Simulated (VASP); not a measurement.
# MgS (P6_3mc) in VASP: notebook

Runs on MgS. Level: PBEsol. Tasks: single point.

All numbers are computed with VASP 6.6.1; they aren't measurements. Logs are shortened: lines on timing, memory, paths and dates and some standing lists are left out, and cuts for length are marked.

## Step 1: The cell of the first run

It takes space group P6_3mc (No. 186, hexagonal). The conventional cell has a = 4.357 Å, b = 4.357 Å, c = 6.690 Å, α = 90.00°, β = 90.00°, γ = 120.00°. Within 3.4 Å of Mg (site symmetry 3m) lie 4 S at 2.57 to 2.63 Å. S (site symmetry 3m) has 4 Mg at 2.57 to 2.63 Å within 3.4 Å.

## Step 2: Single point, PBEsol (strain +0.080 along x and y, +0.040 along z)

The input, INCAR:

```
  ALGO = Normal
  EDIFF = 1E-7
  ENCUT = 520
  GGA = PS
  ISIF = 2
  ISMEAR = 0
  LASPH = T
  LCHARG = F
  LREAL = F
  LWAVE = F
  NBANDS = 16
  NELM = 80
  PREC = Accurate
  SIGMA = 0.05
```

The input, KPOINTS:

```
k-points
0
Gamma
  6 6 4
```

The input, POSCAR:

```
MgS
1.0
    4.3573921994      0.0000000000      0.0000000000
   -2.1786960997      3.7736123389      0.0000000000
    0.0000000000      0.0000000000      6.6895859472
Mg S
2 2
Direct
    0.6666666667      0.3333333333      0.4957548500
    0.3333333333      0.6666666667      0.9957548500
    0.3333333333      0.6666666667      0.3792441500
    0.6666666667      0.3333333333      0.8792441500
```

Potentials or basis: VASP PAW PBE potentials, release 64 (Mg, S).

Launch:

```sh
cat potpaw_PBE.64/Mg/POTCAR potpaw_PBE.64/S/POTCAR > POTCAR
mpirun -np 1 vasp_std > vasp.out
```

OUTCAR:

```text
EDIFF = 1E-7
   ENCUT = 520
   GGA = PS
   ISIF = 2
   ISMEAR = 0
   LASPH = T
   LREAL = F
   NELM = 80
   PREC = Accurate

 ion  position               nearest neighbor table
   1  0.667  0.333  0.496-   4 2.57   3 2.63   3 2.63   3 2.63
   2  0.333  0.667  0.996-   3 2.57   4 2.63   4 2.63   4 2.63
   3  0.333  0.667  0.379-   2 2.57   1 2.63   1 2.63   1 2.63
   4  0.667  0.333  0.879-   1 2.57   2 2.63   2 2.63   2 2.63

  LATTYP: Found a hexagonal cell.
 ALAT       =     4.3573921994
 C/A-ratio  =     1.5352269525

  Lattice vectors:

 A1 = (   4.3573921994,   0.0000000000,   0.0000000000)
 A2 = (  -2.1786960997,   3.7736123389,   0.0000000000)
 A3 = (   0.0000000000,   0.0000000000,   6.6895859472)

Analysis of symmetry for initial positions (statically):
=====================================================================
 Subroutine PRICEL returns:
 Original cell was already a primitive cell.

 Routine SETGRP: Setting up the symmetry group for a
 hexagonal supercell.

 Subroutine GETGRP returns: Found 12 space group operations
 (whereof  6 operations were pure point group operations)
 out of a pool of 24 trial point group operations.

The static configuration has the point symmetry C_3v.
 The point group associated with its full space group is C_6v.

Analysis of symmetry for dynamics (positions and initial velocities):
=====================================================================
 Subroutine PRICEL returns:
 Original cell was already a primitive cell.

 Routine SETGRP: Setting up the symmetry group for a
 hexagonal supercell.

 Subroutine GETGRP returns: Found 12 space group operations
 (whereof  6 operations were pure point group operations)
 out of a pool of 24 trial point group operations.

The dynamic configuration has the point symmetry C_3v.
 The point group associated with its full space group is C_6v.

 Subroutine INISYM returns: Found 12 space group operations
 (whereof  6 operations are pure point group operations),
 and found     1 'primitive' translations

----------------------------------------------------------------------------------------

                                     Primitive cell

  volume of cell :     109.9976

  direct lattice vectors                    reciprocal lattice vectors
     4.357392199  0.000000000  0.000000000     0.229495064  0.132499037  0.000000000
    -2.178696100  3.773612339  0.000000000     0.000000000  0.264998074  0.000000000
     0.000000000  0.000000000  6.689585947     0.000000000  0.000000000  0.149486083

  length of vectors
     4.357392199  4.357392199  6.689585947     0.264998074  0.264998074  0.149486083

  position of ions in fractional coordinates (direct lattice)
     0.666666667  0.333333333  0.495754850
     0.333333333  0.666666667  0.995754850
     0.333333333  0.666666667  0.379244150
     0.666666667  0.333333333  0.879244150

  ion indices of the primitive-cell ions
   primitive index   ion index
                 1           1
                 2           2
                 3           3
                 4           4

----------------------------------------------------------------------------------------

 KPOINTS: k-points

Automatic generation of k-mesh.
 Grid dimensions read from file:
 generate k-points for:    6    6    4

 Generating k-lattice:

  Cartesian coordinates                     Fractional coordinates (reciprocal lattice)
     0.038249177  0.022083173  0.000000000     0.166666667  0.000000000  0.000000000
     0.000000000  0.044166346  0.000000000     0.000000000  0.166666667  0.000000000
     0.000000000  0.000000000  0.037371521     0.000000000  0.000000000  0.250000000

  Length of vectors
     0.044166346  0.044166346  0.037371521

  Shift w.r.t. Gamma in fractional coordinates (k-lattice)
     0.000000000  0.000000000  0.000000000

 Subroutine IBZKPT returns following result:
 ===========================================

 Found     21 irreducible k-points:

 Following reciprocal coordinates:
            Coordinates               Weight
  0.000000  0.000000  0.000000      1.000000
  0.166667 -0.000000  0.000000      6.000000
  0.333333  0.000000  0.000000      6.000000
  0.500000  0.000000  0.000000      3.000000
  0.166667  0.166667  0.000000      6.000000
  0.333333  0.166667  0.000000     12.000000
[... 13 lines left out ...]
  0.333333  0.166667  0.500000     12.000000
  0.333333  0.333333  0.500000      2.000000
   k-points           NKPTS =     21   k-points in BZ     NKDIM =     21   number of bands    NBANDS=     16
   number of dos      NEDOS =    301   number of ions     NIONS =      4
   total plane-waves  NPLWV =  51200
   dimension x,y,z NGX =    32 NGY =   32 NGZ =   50
   dimension x,y,z NGXF=    64 NGYF=   64 NGZF=  100
   ions per type =               2   2
   NGX,Y,Z   is equivalent  to a cutoff of  12.21, 12.21, 12.43 a.u.
   NGXF,Y,Z  is equivalent  to a cutoff of  24.42, 24.42, 24.85 a.u.
 SYSTEM =  unknown system
   PREC   = accura    normal or accurate (medium, high low for compatibility)
   ISTART =      0    job   : 0-new  1-cont  2-samecut
   ICHARG =      2    charge: 1-file 2-atom 10-const
   ISPIN  =      1    spin polarized calculation?
   LNONCOLLINEAR =      F non collinear calculations
   LSORBIT =      F    spin-orbit coupling
   LASPH  =      T    aspherical Exc in radial PAW
   ENCUT  =  520.0 eV  38.22 Ry    6.18 a.u.   8.10  8.10 12.44*2*pi/ulx,y,z
   NELM   =     80;   NELMIN=  2; NELMDL= -5     # of ELM steps
   EDIFF  = 0.1E-06   stopping-criterion for ELM
   LREAL  =      F    real-space projection
   EDIFFG = 0.1E-05   stopping-criterion for IOM
   NSW    =      0    number of steps for IOM
   IBRION =     -1    ionic relax: 0-MD 1-quasi-New 2-CG
   NFREE  =      0    steps in history (QN), initial steepest desc. (CG)
   ISIF   =      2    stress and relaxation
   ISYM   =      2    0-nonsym 1-usesym 2-fastsym
   POTIM  = 0.5000    time-step for ionic-motion
   TEBEG  =    0.0;   TEEND  =   0.0 temperature during run
   PSTRESS=    0.0 pullay stress
   NELECT =      16.0000    total number of electrons
   NUPDOWN=      -1.0000    fix difference up-down
   EMIN   =  10.00;   EMAX   =-10.00  energy-range for DOS
   EFERMI =   0.00;   METHOD = LEGACY
   ISMEAR =     0;   SIGMA  =   0.05  broadening in eV -4-tet -1-fermi 0-gaus
   EFERMI_NEDOS =   21; number of points for ismear=-14 and -15
   IALGO  =     38    algorithm
   IMIX   =      4    mixing-type and parameters
     AMIX     =   0.40;   BMIX     =  1.00
     AMIX_MAG =   1.60;   BMIX_MAG =  1.00
  volume/ion in A,a.u.               =      27.50       185.58
  Fermi-wavevector in a.u.,A,eV,Ry     =   0.860968  1.626994 10.085539  0.741266
  Thomas-Fermi vector in A             =   1.978552
   LORBIT       =      0    0 simple, 1 ext, 2 COOP (PROOUT), +10 PAW based schemes
   GGA     = PS    functional components
   LHFCALC =     F    Hartree Fock is set to
   AEXX    =    0.0000 exact exchange contribution
   IVDW    =     0    specifies the selected vdW correction
   LEPSILON=     F    determine dielectric tensor
   LRPA    =     F    only Hartree local field effects (RPA)
 non-spin polarized calculation
 Gauss-broadening in eV      SIGMA  =   0.05
  energy-cutoff  :      520.00
  volume of cell :      110.00
 maximum number of plane-waves:      2990
   NGX = 17   NGY = 17   NGZ = 25

 number of electron      16.0000000 magnetization

 Free energy of the ion-electron system (eV)
  ---------------------------------------------------
  ext. energy  EPLUGINS =         0.00000000
  ---------------------------------------------------
  free energy    TOTEN  =       -17.28249619 eV

  energy without entropy =      -17.28249619  energy(sigma->0) =      -17.28249619

 E-fermi :   0.2778     XC(G=0):  -7.8466

 val. band max:        0.0728059591   @ k =   0.0000   0.0000   0.0000
 cond. band min:       2.4439973317   @ k =   0.0000   0.0000   0.0000
 fundamental gap:      2.3711913726
 Fermi energy:         0.2778408385

 k-point     1 :       0.0000    0.0000    0.0000
  band No.  band energies     occupation
      1     -10.7970      2.00000
      2     -10.2720      2.00000
      3      -2.6060      2.00000
      4      -0.5085      2.00000
      5      -0.5085      2.00000
      6      -0.1063      2.00000
[... 8 lines left out ...]
     15       8.0411      0.00000
     16       8.0573      0.00000

 k-point     2 :       0.1667   -0.0000    0.0000
  band No.  band energies     occupation
      1     -10.7108      2.00000
      2     -10.2403      2.00000
      3      -2.4415      2.00000
      4      -1.0968      2.00000
      5      -0.7815      2.00000
      6      -0.6670      2.00000
[... 8 lines left out ...]
     15       8.1006      0.00000
     16       8.2172      0.00000

 k-point     3 :       0.3333    0.0000    0.0000
  band No.  band energies     occupation
      1     -10.5093      2.00000
      2     -10.1945      2.00000
      3      -2.1619      2.00000
      4      -1.8604      2.00000
      5      -1.5841      2.00000
      6      -0.9246      2.00000
[... 8 lines left out ...]
     15       7.9669      0.00000
     16       9.2312      0.00000

 k-point     4 :       0.5000    0.0000    0.0000
  band No.  band energies     occupation
      1     -10.3733      2.00000
      2     -10.2006      2.00000
      3      -2.4397      2.00000
      4      -1.9605      2.00000
      5      -1.5207      2.00000
      6      -1.0359      2.00000
[... 8 lines left out ...]
     15       8.5968      0.00000
     16       9.8305      0.00000

 k-point     5 :       0.1667    0.1667    0.0000
  band No.  band energies     occupation
      1     -10.5655      2.00000
      2     -10.2018      2.00000
      3      -2.1623      2.00000
      4      -1.5884      2.00000
      5      -1.5394      2.00000
      6      -0.8887      2.00000
[... 8 lines left out ...]
     15       8.1215      0.00000
     16       8.8503      0.00000

 k-point     6 :       0.3333    0.1667    0.0000
  band No.  band energies     occupation
      1     -10.3780      2.00000
      2     -10.1967      2.00000
      3      -2.2269      2.00000
      4      -1.9027      2.00000
      5      -1.5280      2.00000
      6      -1.3029      2.00000
[... 8 lines left out ...]
     15       8.1471      0.00000
     16       9.4430      0.00000
[... 210 lines left out ...]
 k-point    18 :       0.5000    0.0000    0.5000
  band No.  band energies     occupation
      1     -10.2848      2.00000
      2     -10.2848      2.00000
      3      -2.5616      2.00000
      4      -2.5616      2.00000
      5      -0.7159      2.00000
      6      -0.7159      2.00000
[... 8 lines left out ...]
     15       8.5261      0.00000
     16       8.5261      0.00000

 k-point    19 :       0.1667    0.1667    0.5000
  band No.  band energies     occupation
      1     -10.3890      2.00000
      2     -10.3890      2.00000
      3      -2.0903      2.00000
      4      -2.0903      2.00000
      5      -0.7822      2.00000
      6      -0.7822      2.00000
[... 8 lines left out ...]
     15       8.1566      0.00000
     16       8.1566      0.00000

 k-point    20 :       0.3333    0.1667    0.5000
  band No.  band energies     occupation
      1     -10.2855      2.00000
      2     -10.2855      2.00000
      3      -2.4233      2.00000
      4      -2.4233      2.00000
      5      -1.1127      2.00000
      6      -1.1127      2.00000
[... 8 lines left out ...]
     15       8.5048      0.00000
     16       8.5048      0.00000

 k-point    21 :       0.3333    0.3333    0.5000
  band No.  band energies     occupation
      1     -10.2504      2.00000
      2     -10.2504      2.00000
      3      -2.3652      2.00000
      4      -2.3652      2.00000
      5      -1.5070      2.00000
      6      -1.5070      2.00000
[... 8 lines left out ...]
     15       8.9121      0.00000
     16       8.9121      0.00000

------------------------ aborting loop because EDIFF is reached ----------------------------------------

  FORCE on cell =-STRESS in cart. coord.  units (eV):
  Direction    XX          YY          ZZ          XY          YZ          ZX
  --------------------------------------------------------------------------------------
  -------------------------------------------------------------------------------------
  Total       -5.7846495     -5.7846495     -4.3845767      0.0000000     -0.0000000      0.0000000
  in kB      -84.2567033    -84.2567033    -63.8638481      0.0000000     -0.0000000      0.0000000
  external PRESSURE =     -77.4590849 kB  Pullay stress =       0.0000000 kB

 VOLUME and BASIS-vectors are now :
 -----------------------------------------------------------------------------
  energy-cutoff  :      520.00
  volume of cell :      110.00
      direct lattice vectors                 reciprocal lattice vectors
     4.357392199  0.000000000  0.000000000     0.229495064  0.132499037  0.000000000
    -2.178696100  3.773612339  0.000000000     0.000000000  0.264998074  0.000000000
     0.000000000  0.000000000  6.689585947     0.000000000  0.000000000  0.149486083

 POSITION                                       TOTAL-FORCE (eV/Angst)
 -----------------------------------------------------------------------------------
      2.17870      1.25787      3.31639         0.000000      0.000000     -0.025697
     -0.00000      2.51574      6.66119        -0.000000     -0.000000     -0.025697
     -0.00000      2.51574      2.53699        -0.000000      0.000000      0.025697
      2.17870      1.25787      5.88178         0.000000     -0.000000      0.025697
 -----------------------------------------------------------------------------------
    total drift:                               -0.000000     -0.000000     -0.000729

  FREE ENERGIE OF THE ION-ELECTRON SYSTEM (eV)
  ---------------------------------------------------
  free  energy   TOTEN  =       -17.2824961926 eV

  energy  without entropy=      -17.2824961926  energy(sigma->0) =      -17.28249619
```

It took 31 s on 1 thread of Intel Xeon 6975P-C, shared host; peak memory 0.22 GiB.

Results:

```
Free energy            : -17.2825 eV
Pressure               : -7.7 GPa
Largest force          : 0.026 eV/Å
Band gap on the k mesh : 2.37 eV, direct
```

Forces in eV/Å, atoms in the order of the input:
```
Mg   0.000  0.000 -0.026
Mg   0.000  0.000 -0.026
S    0.000  0.000  0.026
S    0.000  0.000  0.026
```

Stress tensor (GPa, compression positive):
```
-8.43  0.00  0.00
 0.00 -8.43  0.00
 0.00  0.00 -6.39
```

Caveat: the cell differs from its parent crystal (strain +0.080 along x and y, +0.040 along z); the PAW data sets were made with another functional, which shifts forces and pressure a little.

## Step 3: Single point, PBEsol (strain +0.080 along x and y, +0.080 along z)

The input, INCAR:

```
ALGO     = Normal         # electronic algorithm
EDIFF    = 1E-7           # SCF threshold, eV
ENCUT    = 520            # plane-wave cutoff, eV
GGA      = PS             # functional
ISIF     = 2              # what is computed and relaxed
ISMEAR   = 0              # smearing method
LASPH    = True           # aspherical terms in the spheres
LCHARG   = True           # write CHGCAR
LELF     = True           # ELF
LREAL    = False          # projectors in reciprocal space
LVHAR    = True         
LWAVE    = False          # write WAVECAR
NBANDS   = 16             # bands
NELM     = 80             # most SCF steps
PREC     = Accurate       # precision mode
SIGMA    = 0.05           # smearing width, eV
```

KPOINTS is that of step 2.

Edit POSCAR of step 2 so:

```diff
@@ -4,3 +4,3 @@
    -2.1786960997      3.7736123389      0.0000000000
-    0.0000000000      0.0000000000      6.6895859472
+    0.0000000000      0.0000000000      6.9468777144
 Mg S
```

Potentials or basis: VASP PAW PBE potentials, release 64 (Mg, S).

Launch:

```sh
cat potpaw_PBE.64/Mg/POTCAR potpaw_PBE.64/S/POTCAR > POTCAR
mpirun -np 1 vasp_std > vasp.out
```

It took 30 s on 1 thread of Intel Xeon 6975P-C, shared host; peak memory 0.23 GiB.

The run converged. Its results:

```
Free energy            : -17.0870 eV
Pressure               : -8.5 GPa
Largest force          : 0.061 eV/Å
Band gap on the k mesh : 2.26 eV, direct
```

Forces in eV/Å, atoms in the order of the input:
```
Mg   0.000  0.000  0.061
Mg   0.000  0.000  0.061
S    0.000  0.000 -0.061
S    0.000  0.000 -0.061
```

Stress tensor (GPa, compression positive):
```
-8.65  0.00  0.00
 0.00 -8.65  0.00
 0.00  0.00 -8.32
```

Levels at points of the mesh, in eV from the valence-band top:
```tsv
k point	band 6	band 7	band 8	band 9	band 10	band 11
(0.00, 0.00, 0.00)	-0.13	-0.13	0.00	2.26	3.80	6.90
(0.50, 0.00, 0.00)	-0.97	-0.69	-0.39	4.41	4.55	5.16
(0.00, 0.00, 0.50)	-0.30	-0.30	-0.30	3.74	3.74	6.64
(0.50, 0.00, 0.50)	-0.70	-0.62	-0.62	4.19	4.19	5.73
```

Caveat: the cell differs from its parent crystal (strain +0.080 along x and y, +0.080 along z); the PAW data sets were made with another functional, which shifts forces and pressure a little.
